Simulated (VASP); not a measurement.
# Ga (P6_3/mmc) in VASP: a series of runs, part 2 of 3

VASP 6.6.1.

### Step 3. Single point, PBE (volume scaled by 0.78)

INCAR

```
SYSTEM = Ga
PREC = Accurate ; ENCUT = 520
EDIFF = 1E-7 ; ISMEAR = -1
SIGMA = 0.1 ; LREAL = .FALSE.
LASPH = .TRUE. ; NELM = 80
ALGO = Normal ; ISIF = 2
LWAVE = .FALSE. ; LCHARG = .FALSE.
GGA = PE ; NBANDS = 20
```

KPOINTS

```
regular mesh
0
G
  14 14 8
  0 0 0
```

POSCAR

```
Ga
1.0
    2.7142257494      0.0000000000      0.0000000000
   -1.3571128747      2.3505884506      0.0000000000
    0.0000000000      0.0000000000      4.6728444248
Ga
2
Direct
    0.3333333333      0.6666666667      0.2500000000
    0.6666666667      0.3333333333      0.7500000000
```

Potentials or basis: VASP PAW PBE potentials, release 64 (Ga_d).

Launch:

```sh
cat potpaw_PBE.64/Ga_d/POTCAR > POTCAR
mpirun -np 1 vasp_std > vasp.out
```

OUTCAR:

```text
SYSTEM = Ga
   PREC = Accurate
   ENCUT = 520
   EDIFF = 1E-7
   ISMEAR = -1
   LREAL = .FALSE.
   LASPH = .TRUE.
   NELM = 80
   ISIF = 2
   GGA = PE

 ion  position               nearest neighbor table
   1  0.333  0.667  0.250-   2 2.81   2 2.81   2 2.81   2 2.81   2 2.81   2 2.81
   2  0.667  0.333  0.750-   1 2.81   1 2.81   1 2.81   1 2.81   1 2.81   1 2.81

  LATTYP: Found a hexagonal cell.
 ALAT       =     2.7142257494
 C/A-ratio  =     1.7216122962

  Lattice vectors:

 A1 = (   2.7142257494,   0.0000000000,   0.0000000000)
 A2 = (  -1.3571128747,   2.3505884506,   0.0000000000)
 A3 = (   0.0000000000,   0.0000000000,   4.6728444248)

Analysis of symmetry for initial positions (statically):
=====================================================================
 Subroutine PRICEL returns:
 Original cell was already a primitive cell.

 Routine SETGRP: Setting up the symmetry group for a
 hexagonal supercell.

 Subroutine GETGRP returns: Found 24 space group operations
 (whereof 12 operations were pure point group operations)
 out of a pool of 24 trial point group operations.

The static configuration has the point symmetry D_3d.
 The point group associated with its full space group is D_6h.

Analysis of symmetry for dynamics (positions and initial velocities):
=====================================================================
 Subroutine PRICEL returns:
 Original cell was already a primitive cell.

 Routine SETGRP: Setting up the symmetry group for a
 hexagonal supercell.

 Subroutine GETGRP returns: Found 24 space group operations
 (whereof 12 operations were pure point group operations)
 out of a pool of 24 trial point group operations.

The dynamic configuration has the point symmetry D_3d.
 The point group associated with its full space group is D_6h.

 Subroutine INISYM returns: Found 24 space group operations
 (whereof 12 operations are pure point group operations),
 and found     1 'primitive' translations

----------------------------------------------------------------------------------------

                                     Primitive cell

  volume of cell :      29.8129

  direct lattice vectors                    reciprocal lattice vectors
     2.714225749  0.000000000  0.000000000     0.368429192  0.212712693  0.000000000
    -1.357112875  2.350588451  0.000000000     0.000000000  0.425425386  0.000000000
     0.000000000  0.000000000  4.672844425     0.000000000  0.000000000  0.214002417

  length of vectors
     2.714225749  2.714225749  4.672844425     0.425425386  0.425425386  0.214002417

  position of ions in fractional coordinates (direct lattice)
     0.333333333  0.666666667  0.250000000
     0.666666667  0.333333333  0.750000000

  ion indices of the primitive-cell ions
   primitive index   ion index
                 1           1
                 2           2

----------------------------------------------------------------------------------------

 KPOINTS: regular mesh

Automatic generation of k-mesh.
 Grid dimensions read from file:
 generate k-points for:   14   14    8

 Generating k-lattice:

  Cartesian coordinates                     Fractional coordinates (reciprocal lattice)
     0.026316371  0.015193764  0.000000000     0.071428571  0.000000000  0.000000000
     0.000000000  0.030387528  0.000000000     0.000000000  0.071428571  0.000000000
     0.000000000  0.000000000  0.026750302     0.000000000  0.000000000  0.125000000

  Length of vectors
     0.030387528  0.030387528  0.026750302

  Shift w.r.t. Gamma in fractional coordinates (k-lattice)
     0.000000000  0.000000000  0.000000000

 Subroutine IBZKPT returns following result:
 ===========================================

 Found    120 irreducible k-points:

 Following reciprocal coordinates:
            Coordinates               Weight
  0.000000  0.000000  0.000000      1.000000
  0.071429  0.000000  0.000000      6.000000
  0.142857 -0.000000  0.000000      6.000000
  0.214286  0.000000  0.000000      6.000000
  0.285714  0.000000  0.000000      6.000000
  0.357143  0.000000  0.000000      6.000000
[... 16 lines left out ...]
  0.285714  0.285714  0.000000      6.000000
  0.357143  0.285714  0.000000      6.000000
 [... further k-points ...]
   k-points           NKPTS =    120   k-points in BZ     NKDIM =    120   number of bands    NBANDS=     20
   number of dos      NEDOS =    301   number of ions     NIONS =      2
   total plane-waves  NPLWV =  14400
   dimension x,y,z NGX =    20 NGY =   20 NGZ =   36
   dimension x,y,z NGXF=    40 NGYF=   40 NGZF=   72
   ions per type =               2
   NGX,Y,Z   is equivalent  to a cutoff of  12.25, 12.25, 12.81 a.u.
   NGXF,Y,Z  is equivalent  to a cutoff of  24.50, 24.50, 25.62 a.u.
 SYSTEM =  Ga
   PREC   = accura    normal or accurate (medium, high low for compatibility)
   ISTART =      0    job   : 0-new  1-cont  2-samecut
   ICHARG =      2    charge: 1-file 2-atom 10-const
   ISPIN  =      1    spin polarized calculation?
   LNONCOLLINEAR =      F non collinear calculations
   LSORBIT =      F    spin-orbit coupling
   LASPH  =      T    aspherical Exc in radial PAW
   ENCUT  =  520.0 eV  38.22 Ry    6.18 a.u.   5.05  5.05  8.69*2*pi/ulx,y,z
   NELM   =     80;   NELMIN=  2; NELMDL= -5     # of ELM steps
   EDIFF  = 0.1E-06   stopping-criterion for ELM
   LREAL  =      F    real-space projection
   EDIFFG = 0.1E-05   stopping-criterion for IOM
   NSW    =      0    number of steps for IOM
   IBRION =     -1    ionic relax: 0-MD 1-quasi-New 2-CG
   NFREE  =      0    steps in history (QN), initial steepest desc. (CG)
   ISIF   =      2    stress and relaxation
   ISYM   =      2    0-nonsym 1-usesym 2-fastsym
   POTIM  = 0.5000    time-step for ionic-motion
   TEBEG  =    0.0;   TEEND  =   0.0 temperature during run
   PSTRESS=    0.0 pullay stress
   NELECT =      26.0000    total number of electrons
   NUPDOWN=      -1.0000    fix difference up-down
   EMIN   =  10.00;   EMAX   =-10.00  energy-range for DOS
   EFERMI =   0.00;   METHOD = LEGACY
   ISMEAR =    -1;   SIGMA  =   0.10  broadening in eV -4-tet -1-fermi 0-gaus
   EFERMI_NEDOS =   21; number of points for ismear=-14 and -15
   IALGO  =     38    algorithm
   IMIX   =      4    mixing-type and parameters
     AMIX     =   0.40;   BMIX     =  1.00
     AMIX_MAG =   1.60;   BMIX_MAG =  1.00
  volume/ion in A,a.u.               =      14.91       100.59
  Fermi-wavevector in a.u.,A,eV,Ry     =   1.564100  2.955721 33.285433  2.446410
  Thomas-Fermi vector in A             =   2.666774
   LORBIT       =      0    0 simple, 1 ext, 2 COOP (PROOUT), +10 PAW based schemes
   GGA     = PE    functional components
   LHFCALC =     F    Hartree Fock is set to
   AEXX    =    0.0000 exact exchange contribution
   IVDW    =     0    specifies the selected vdW correction
   LEPSILON=     F    determine dielectric tensor
   LRPA    =     F    only Hartree local field effects (RPA)
 non-spin polarized calculation
  energy-cutoff  :      520.00
  volume of cell :       29.81
 maximum number of plane-waves:       825
   NGX = 11   NGY = 11   NGZ = 17

 number of electron      26.0000002 magnetization

 Free energy of the ion-electron system (eV)
  ---------------------------------------------------
  ext. energy  EPLUGINS =         0.00000000
  ---------------------------------------------------
  free energy    TOTEN  =        -5.32582255 eV

  energy without entropy =       -5.30049646  energy(sigma->0) =       -5.31315950

 E-fermi :   8.1525     XC(G=0): -12.2479

 val. band max:        8.1516032330   @ k =   0.3571   0.2143   0.2500
 cond. band min:       8.1713023610   @ k =   0.2143   0.0714   0.2500
 fundamental gap:      0.0196991281
 Fermi energy:         8.1524879693

 k-point     1 :       0.0000    0.0000    0.0000
  band No.  band energies     occupation
      1      -7.4125      2.00000
      2      -7.2544      2.00000
      3      -7.1791      2.00000
      4      -7.1791      2.00000
      5      -7.1444      2.00000
      6      -7.1444      2.00000
[... 12 lines left out ...]
     19      23.9444      0.00000
     20      25.1215      0.00000
[... 507 lines left out ...]
 k-point    24 :       0.3571    0.2857    0.0000
  band No.  band energies     occupation
      1      -7.3612      2.00000
      2      -7.2314      2.00000
      3      -7.1730      2.00000
      4      -7.1505      2.00000
      5      -7.1238      2.00000
      6      -7.0744      2.00000
[... 12 lines left out ...]
     19      14.9645      0.00000
     20      29.6047      0.00000

 [... further k-points ...]

------------------------ aborting loop because EDIFF is reached ----------------------------------------

  FORCE on cell =-STRESS in cart. coord.  units (eV):
  Direction    XX          YY          ZZ          XY          YZ          ZX
  --------------------------------------------------------------------------------------
  -------------------------------------------------------------------------------------
  Total        4.0202818      4.0202818      4.0337789      0.0000000      0.0000000     -0.0000000
  in kB      216.0544386    216.0544386    216.7797895      0.0000000      0.0000000     -0.0000000
  external PRESSURE =     216.2962222 kB  Pullay stress =       0.0000000 kB

 VOLUME and BASIS-vectors are now :
 -----------------------------------------------------------------------------
  energy-cutoff  :      520.00
  volume of cell :       29.81
      direct lattice vectors                 reciprocal lattice vectors
     2.714225749  0.000000000  0.000000000     0.368429192  0.212712693  0.000000000
    -1.357112875  2.350588451  0.000000000     0.000000000  0.425425386  0.000000000
     0.000000000  0.000000000  4.672844425     0.000000000  0.000000000  0.214002417

 POSITION                                       TOTAL-FORCE (eV/Angst)
 -----------------------------------------------------------------------------------
     -0.00000      1.56706      1.16821         0.000000      0.000000      0.000000
      1.35711      0.78353      3.50463        -0.000000     -0.000000     -0.000000
 -----------------------------------------------------------------------------------
    total drift:                               -0.000000      0.000000      0.000000

  FREE ENERGIE OF THE ION-ELECTRON SYSTEM (eV)
  ---------------------------------------------------
  free  energy   TOTEN  =        -5.3258225457 eV

  energy  without entropy=       -5.3004964610  energy(sigma->0) =       -5.31315950
```

Wall time 34 s (1 thread of Intel Xeon Platinum 8488C (Sapphire Rapids), shared host); peak memory 0.18 GiB.

Results:

```
Free energy            : -5.3258 eV
Pressure               : 21.6 GPa
Band gap on the k mesh : zero (band 13 reaches 12.67 eV, above the bottom of band 14 at 4.41 eV)
```

Levels at points of the mesh, in eV from the Fermi level:
| k point | band 10 | band 11 | band 12 | band 13 | band 14 | band 15 | band 16 | band 17 |
| --- | --- | --- | --- | --- | --- | --- | --- | --- |
| (0.00, 0.00, 0.00) | -14.99 | -13.19 | -6.05 | -5.63 | 12.67 | 12.67 | 13.27 | 14.70 |
| (0.50, 0.00, 0.00) | -14.91 | -6.06 | -5.86 | 0.13 | 0.79 | 0.86 | 3.04 | 6.27 |
| (0.00, 0.00, 0.50) | -15.05 | -11.36 | -11.36 | 3.04 | 3.04 | 14.06 | 14.06 | 14.06 |
| (0.50, 0.00, 0.50) | -14.91 | -4.61 | -4.61 | -3.74 | -3.74 | 8.19 | 8.19 | 8.21 |

(Continued in part 3 of 3.)
